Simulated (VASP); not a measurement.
# KTaO3 (Pm-3m) in VASP: a series of runs

Runs on KTaO3. Level: PBEsol. Tasks: single point.

Everything below comes from runs of VASP 6.6.1. Logs are shortened: lines on timing, memory, paths and dates and some standing lists are left out, and cuts for length are marked.

**1. The cell of the first run**

It takes space group Pm-3m (No. 221, cubic). Conventional cell: a = 3.988 Å, b = 3.988 Å, c = 3.988 Å, α = 90.00°, β = 90.00°, γ = 90.00°. Within 3.7 Å of K (site symmetry m-3m) lie 12 O at 2.82 Å and 8 Ta at 3.45 Å. Ta (site symmetry m-3m) has 6 O at 1.99 Å within 2.6 Å. Within 2.6 Å of O (site symmetry 4/mmm) lie 2 Ta at 1.99 Å.

**2. Single point, PBEsol**

File INCAR:

```
PREC = Accurate
ENCUT = 520
EDIFF = 1E-6
ISMEAR = 0
SIGMA = 0.05
LREAL = False
LASPH = True
NELM = 100
ALGO = Normal
ISIF = 2
LWAVE = False
LCHARG = True
GGA = PS
LELF = True
LVHAR = True
NBANDS = 27
```

File KPOINTS:

```
regular mesh
0
Gamma
  8 8 8
```

File POSCAR:

```
KTaO3
1.0
    3.9883000000      0.0000000000      0.0000000000
    0.0000000000      3.9883000000      0.0000000000
    0.0000000000      0.0000000000      3.9883000000
K Ta O
1 1 3
Direct
    0.5000000000      0.5000000000      0.5000000000
    0.0000000000      0.0000000000      0.0000000000
    0.5000000000      0.0000000000      0.0000000000
    0.0000000000      0.5000000000      0.0000000000
    0.0000000000      0.0000000000      0.5000000000
```

Potentials or basis: VASP PAW PBE potentials, release 64 (K_sv, Ta_pv, O).

Launch:

```bash
> cat potpaw_PBE.64/K_sv/POTCAR potpaw_PBE.64/Ta_pv/POTCAR potpaw_PBE.64/O/POTCAR > POTCAR
> mpirun -np 1 vasp_std > vasp.out
```

OUTCAR:

```text
PREC = Accurate
   ENCUT = 520
   EDIFF = 1E-6
   ISMEAR = 0
   LREAL = False
   LASPH = True
   NELM = 100
   ISIF = 2
   GGA = PS

 ion  position               nearest neighbor table
   1  0.500  0.500  0.500-   3 2.82   4 2.82   5 2.82   3 2.82   4 2.82   3 2.82   5 2.82   3 2.82
                             4 2.82   5 2.82   4 2.82   5 2.82   2 3.45   2 3.45   2 3.45   2 3.45
   2  0.000  0.000  0.000-   3 1.99   4 1.99   5 1.99   5 1.99   4 1.99   3 1.99   1 3.45   1 3.45
                             1 3.45   1 3.45   1 3.45   1 3.45   1 3.45   1 3.45
   3  0.500  0.000  0.000-   2 1.99   2 1.99   1 2.82   1 2.82   1 2.82   1 2.82
   4  0.000  0.500  0.000-   2 1.99   2 1.99   1 2.82   1 2.82   1 2.82   1 2.82
   5  0.000  0.000  0.500-   2 1.99   2 1.99   1 2.82   1 2.82   1 2.82   1 2.82

  LATTYP: Found a simple cubic cell.
 ALAT       =     3.9883000000

  Lattice vectors:

 A1 = (   3.9883000000,   0.0000000000,   0.0000000000)
 A2 = (   0.0000000000,   3.9883000000,   0.0000000000)
 A3 = (   0.0000000000,   0.0000000000,   3.9883000000)

Analysis of symmetry for initial positions (statically):
=====================================================================
 Subroutine PRICEL returns:
 Original cell was already a primitive cell.

 Routine SETGRP: Setting up the symmetry group for a
 simple cubic supercell.

 Subroutine GETGRP returns: Found 48 space group operations
 (whereof 48 operations were pure point group operations)
 out of a pool of 48 trial point group operations.

The static configuration has the point symmetry O_h .

Analysis of symmetry for dynamics (positions and initial velocities):
=====================================================================
 Subroutine PRICEL returns:
 Original cell was already a primitive cell.

 Routine SETGRP: Setting up the symmetry group for a
 simple cubic supercell.

 Subroutine GETGRP returns: Found 48 space group operations
 (whereof 48 operations were pure point group operations)
 out of a pool of 48 trial point group operations.

The dynamic configuration has the point symmetry O_h .

 Subroutine INISYM returns: Found 48 space group operations
 (whereof 48 operations are pure point group operations),
 and found     1 'primitive' translations

----------------------------------------------------------------------------------------

                                     Primitive cell

  volume of cell :      63.4400

  direct lattice vectors                    reciprocal lattice vectors
     3.988300000  0.000000000  0.000000000     0.250733395  0.000000000  0.000000000
     0.000000000  3.988300000  0.000000000     0.000000000  0.250733395  0.000000000
     0.000000000  0.000000000  3.988300000     0.000000000  0.000000000  0.250733395

  length of vectors
     3.988300000  3.988300000  3.988300000     0.250733395  0.250733395  0.250733395

  position of ions in fractional coordinates (direct lattice)
     0.500000000  0.500000000  0.500000000
     0.000000000  0.000000000  0.000000000
     0.500000000  0.000000000  0.000000000
     0.000000000  0.500000000  0.000000000
     0.000000000  0.000000000  0.500000000

  ion indices of the primitive-cell ions
   primitive index   ion index
                 1           1
                 2           2
                 3           3
                 4           4
                 5           5

----------------------------------------------------------------------------------------

 KPOINTS: regular mesh

Automatic generation of k-mesh.
 Grid dimensions read from file:
 generate k-points for:    8    8    8

 Generating k-lattice:

  Cartesian coordinates                     Fractional coordinates (reciprocal lattice)
     0.031341674  0.000000000  0.000000000     0.125000000  0.000000000  0.000000000
     0.000000000  0.031341674  0.000000000     0.000000000  0.125000000  0.000000000
     0.000000000  0.000000000  0.031341674     0.000000000  0.000000000  0.125000000

  Length of vectors
     0.031341674  0.031341674  0.031341674

  Shift w.r.t. Gamma in fractional coordinates (k-lattice)
     0.000000000  0.000000000  0.000000000

 Subroutine IBZKPT returns following result:
 ===========================================

 Found     35 irreducible k-points:

 Following reciprocal coordinates:
            Coordinates               Weight
  0.000000  0.000000  0.000000      1.000000
  0.125000  0.000000  0.000000      6.000000
  0.250000  0.000000  0.000000      6.000000
  0.375000  0.000000  0.000000      6.000000
  0.500000  0.000000  0.000000      3.000000
  0.125000  0.125000  0.000000     12.000000
[... 16 lines left out ...]
  0.375000  0.375000  0.125000     24.000000
  0.500000  0.375000  0.125000     24.000000
 [... further k-points ...]
   k-points           NKPTS =     35   k-points in BZ     NKDIM =     35   number of bands    NBANDS=     27
   number of dos      NEDOS =    301   number of ions     NIONS =      5
   total plane-waves  NPLWV =  27000
   dimension x,y,z NGX =    30 NGY =   30 NGZ =   30
   dimension x,y,z NGXF=    60 NGYF=   60 NGZF=   60
   ions per type =               1   1   3
   NGX,Y,Z   is equivalent  to a cutoff of  12.51, 12.51, 12.51 a.u.
   NGXF,Y,Z  is equivalent  to a cutoff of  25.01, 25.01, 25.01 a.u.
 SYSTEM =  unknown system
   PREC   = accura    normal or accurate (medium, high low for compatibility)
   ISTART =      0    job   : 0-new  1-cont  2-samecut
   ICHARG =      2    charge: 1-file 2-atom 10-const
   ISPIN  =      1    spin polarized calculation?
   LNONCOLLINEAR =      F non collinear calculations
   LSORBIT =      F    spin-orbit coupling
   LASPH  =      T    aspherical Exc in radial PAW
   ENCUT  =  520.0 eV  38.22 Ry    6.18 a.u.   7.42  7.42  7.42*2*pi/ulx,y,z
   NELM   =    100;   NELMIN=  2; NELMDL= -5     # of ELM steps
   EDIFF  = 0.1E-05   stopping-criterion for ELM
   LREAL  =      F    real-space projection
   EDIFFG = 0.1E-04   stopping-criterion for IOM
   NSW    =      0    number of steps for IOM
   IBRION =     -1    ionic relax: 0-MD 1-quasi-New 2-CG
   NFREE  =      0    steps in history (QN), initial steepest desc. (CG)
   ISIF   =      2    stress and relaxation
   ISYM   =      2    0-nonsym 1-usesym 2-fastsym
   POTIM  = 0.5000    time-step for ionic-motion
   TEBEG  =    0.0;   TEEND  =   0.0 temperature during run
   PSTRESS=    0.0 pullay stress
   NELECT =      38.0000    total number of electrons
   NUPDOWN=      -1.0000    fix difference up-down
   EMIN   =  10.00;   EMAX   =-10.00  energy-range for DOS
   EFERMI =   0.00;   METHOD = LEGACY
   ISMEAR =     0;   SIGMA  =   0.05  broadening in eV -4-tet -1-fermi 0-gaus
   EFERMI_NEDOS =   21; number of points for ismear=-14 and -15
   IALGO  =     38    algorithm
   IMIX   =      4    mixing-type and parameters
     AMIX     =   0.40;   BMIX     =  1.00
     AMIX_MAG =   1.60;   BMIX_MAG =  1.00
  volume/ion in A,a.u.               =      12.69        85.62
  Fermi-wavevector in a.u.,A,eV,Ry     =   1.380008  2.607837 25.911228  1.904422
  Thomas-Fermi vector in A             =   2.504925
   LORBIT       =      0    0 simple, 1 ext, 2 COOP (PROOUT), +10 PAW based schemes
   GGA     = PS    functional components
   LHFCALC =     F    Hartree Fock is set to
   AEXX    =    0.0000 exact exchange contribution
   IVDW    =     0    specifies the selected vdW correction
   LEPSILON=     F    determine dielectric tensor
   LRPA    =     F    only Hartree local field effects (RPA)
 non-spin polarized calculation
 Gauss-broadening in eV      SIGMA  =   0.05
  energy-cutoff  :      520.00
  volume of cell :       63.44
 maximum number of plane-waves:      1743
 NGX is ok and might be reduce to    30
   NGX = 15   NGY = 15   NGZ = 15

 number of electron      37.9999976 magnetization

 Free energy of the ion-electron system (eV)
  ---------------------------------------------------
  ext. energy  EPLUGINS =         0.00000000
  ---------------------------------------------------
  free energy    TOTEN  =       -42.92115014 eV

  energy without entropy =      -42.92115014  energy(sigma->0) =      -42.92115014

 E-fermi :   1.9196     XC(G=0): -11.1394

 val. band max:        1.6630053775   @ k =   0.5000   0.5000   0.5000
 cond. band min:       3.7477934400   @ k =   0.0000   0.0000   0.0000
 fundamental gap:      2.0847880625
 Fermi energy:         1.9196465053

 k-point     1 :       0.0000    0.0000    0.0000
  band No.  band energies     occupation
      1     -32.4009      2.00000
      2     -32.4009      2.00000
      3     -32.4009      2.00000
      4     -25.4555      2.00000
      5     -15.8222      2.00000
      6     -15.0951      2.00000
[... 19 lines left out ...]
     26       9.5736      0.00000
     27       9.5736      0.00000

 k-point     2 :       0.1250    0.0000    0.0000
  band No.  band energies     occupation
      1     -32.4144      2.00000
      2     -32.4004      2.00000
      3     -32.4004      2.00000
      4     -25.4511      2.00000
      5     -15.7760      2.00000
      6     -15.0914      2.00000
[... 19 lines left out ...]
     26       9.7758      0.00000
     27       9.8133      0.00000

 k-point     3 :       0.2500    0.0000    0.0000
  band No.  band energies     occupation
      1     -32.4468      2.00000
      2     -32.3991      2.00000
      3     -32.3991      2.00000
      4     -25.4407      2.00000
      5     -15.7199      2.00000
      6     -15.0828      2.00000
[... 19 lines left out ...]
     26      10.2842      0.00000
     27      10.7343      0.00000

 k-point     4 :       0.3750    0.0000    0.0000
  band No.  band energies     occupation
      1     -32.4789      2.00000
      2     -32.3979      2.00000
      3     -32.3979      2.00000
      4     -25.4302      2.00000
      5     -15.7123      2.00000
      6     -15.0744      2.00000
[... 19 lines left out ...]
     26      10.8261      0.00000
     27      12.0433      0.00000

 k-point     5 :       0.5000    0.0000    0.0000
  band No.  band energies     occupation
      1     -32.4920      2.00000
      2     -32.3973      2.00000
      3     -32.3973      2.00000
      4     -25.4259      2.00000
      5     -15.7166      2.00000
      6     -15.0703      2.00000
[... 19 lines left out ...]
     26      11.0635      0.00000
     27      12.0608      0.00000

 k-point     6 :       0.1250    0.1250    0.0000
  band No.  band energies     occupation
      1     -32.4141      2.00000
      2     -32.4137      2.00000
      3     -32.3999      2.00000
      4     -25.4471      2.00000
      5     -15.7193      2.00000
      6     -15.0417      2.00000
[... 444 lines left out ...]
      1     -32.4760      2.00000
      2     -32.4427      2.00000
      3     -32.4094      2.00000
      4     -25.4192      2.00000
      5     -15.3359      2.00000
      6     -14.7442      2.00000
[... 19 lines left out ...]
     26      11.5791      0.00000
     27      12.4438      0.00000

 k-point    22 :       0.5000    0.2500    0.1250
  band No.  band energies     occupation
      1     -32.4891      2.00000
      2     -32.4421      2.00000
      3     -32.4089      2.00000
      4     -25.4161      2.00000
      5     -15.3236      2.00000
      6     -14.7408      2.00000
[... 19 lines left out ...]
     26      11.7873      0.00000
     27      12.2570      0.00000

 k-point    23 :       0.3750    0.3750    0.1250
  band No.  band energies     occupation
      1     -32.4746      2.00000
      2     -32.4742      2.00000
      3     -32.4082      2.00000
      4     -25.4132      2.00000
      5     -15.2388      2.00000
      6     -14.4210      2.00000
[... 19 lines left out ...]
     26      12.1878      0.00000
     27      12.3560      0.00000

 k-point    24 :       0.5000    0.3750    0.1250
  band No.  band energies     occupation
      1     -32.4874      2.00000
      2     -32.4738      2.00000
      3     -32.4076      2.00000
      4     -25.4108      2.00000
      5     -15.2139      2.00000
      6     -14.3999      2.00000
[... 19 lines left out ...]
     26      12.3178      0.00000
     27      12.3822      0.00000

 [... further k-points ...]

------------------------ aborting loop because EDIFF is reached ----------------------------------------

  FORCE on cell =-STRESS in cart. coord.  units (eV):
  Direction    XX          YY          ZZ          XY          YZ          ZX
  --------------------------------------------------------------------------------------
  -------------------------------------------------------------------------------------
  Total        0.1099687      0.1099687      0.1099687     -0.0000000      0.0000000     -0.0000000
  in kB        2.7772587      2.7772587      2.7772587     -0.0000000      0.0000000     -0.0000000
  external PRESSURE =       2.7772587 kB  Pullay stress =       0.0000000 kB

 VOLUME and BASIS-vectors are now :
 -----------------------------------------------------------------------------
  energy-cutoff  :      520.00
  volume of cell :       63.44
      direct lattice vectors                 reciprocal lattice vectors
     3.988300000  0.000000000  0.000000000     0.250733395  0.000000000  0.000000000
     0.000000000  3.988300000  0.000000000     0.000000000  0.250733395  0.000000000
     0.000000000  0.000000000  3.988300000     0.000000000  0.000000000  0.250733395

 POSITION                                       TOTAL-FORCE (eV/Angst)
 -----------------------------------------------------------------------------------
      1.99415      1.99415      1.99415         0.000000      0.000000      0.000000
      0.00000      0.00000      0.00000         0.000000      0.000000      0.000000
      1.99415      0.00000      0.00000         0.000000      0.000000      0.000000
      0.00000      1.99415      0.00000         0.000000      0.000000      0.000000
      0.00000      0.00000      1.99415         0.000000      0.000000      0.000000
 -----------------------------------------------------------------------------------
    total drift:                                0.000000     -0.000000      0.000000

  FREE ENERGIE OF THE ION-ELECTRON SYSTEM (eV)
  ---------------------------------------------------
  free  energy   TOTEN  =       -42.9211501424 eV

  energy  without entropy=      -42.9211501424  energy(sigma->0) =      -42.92115014
```

Wall time 76 s (1 thread of Intel Xeon Platinum 8375C at 2.90GHz (Ice Lake), shared host); peak memory 0.2 GiB.

What came out:

- Free energy: -42.9212 eV
- Pressure: 0.3 GPa
- Band gap on the k mesh: 2.08 eV, indirect (least direct gap 2.71 eV)

Caveat: the PAW data sets were made with another functional, which shifts forces and pressure a little; spin-orbit coupling is left out, which moves the levels of the heavy elements. A k mesh can miss the band edges.

[end of part 1 of 2]
